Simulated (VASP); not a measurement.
Wanted: the native input for a VASP 6.6.1 run.

| Quantity | Value |
| --- | --- |
| Task | single point |
| Functional | PBE |
| Potentials or basis | VASP PAW PBE potentials, release 64 (C) |
| Cutoff | 520 eV |
| k mesh | 6 × 6 × 10 |
| Occupations | gaussian, width 0.1 eV |
| Spin | no spin polarisation |
| Dipole correction | no |
| Further INCAR settings | ALGO = Normal; EDIFF = 1e-06; NBANDS = 8 |

The structure of C lies in POSCAR:

```
C
1.0
    2.5974912400      0.0000000000      0.0000000000
    0.0000000000      2.5974912400      0.0000000000
    0.0000000000      0.0000000000      1.6237257500
C
1
Direct
    0.5000000000      0.5000000000      0.0000000000
```

These files were run (other wordings do the same):

INCAR

```
ALGO = Normal
EDIFF = 1E-6
ENCUT = 520
GGA = PE
ISIF = 2
ISMEAR = 0
LASPH = T
LCHARG = T
LELF = T
LREAL = F
LVHAR = T
LWAVE = F
NBANDS = 8
NELM = 100
PREC = Accurate
SIGMA = 0.1
```

KPOINTS

```
k-points
0
Gamma
  6 6 10
```

Potentials or basis: VASP PAW PBE potentials, release 64 (C).

Command:

```console
$ cat potpaw_PBE.64/C/POTCAR > POTCAR
$ mpirun -np 1 vasp_std > vasp.out
```

Results of the run:

| Property | Result |
| --- | --- |
| Pressure | -48.9 GPa |
| Band gap on the k mesh | zero (band 2 reaches 6.30 eV, above the bottom of band 3 at -2.07 eV) |

Caveat: the k points lie up to 0.40 Å⁻¹ apart.

Wall time 5.7 s on 1 thread of Intel(R) Xeon(R) Platinum 8488C (Sapphire Rapids), on a shared host, peak memory 0.11 GiB.
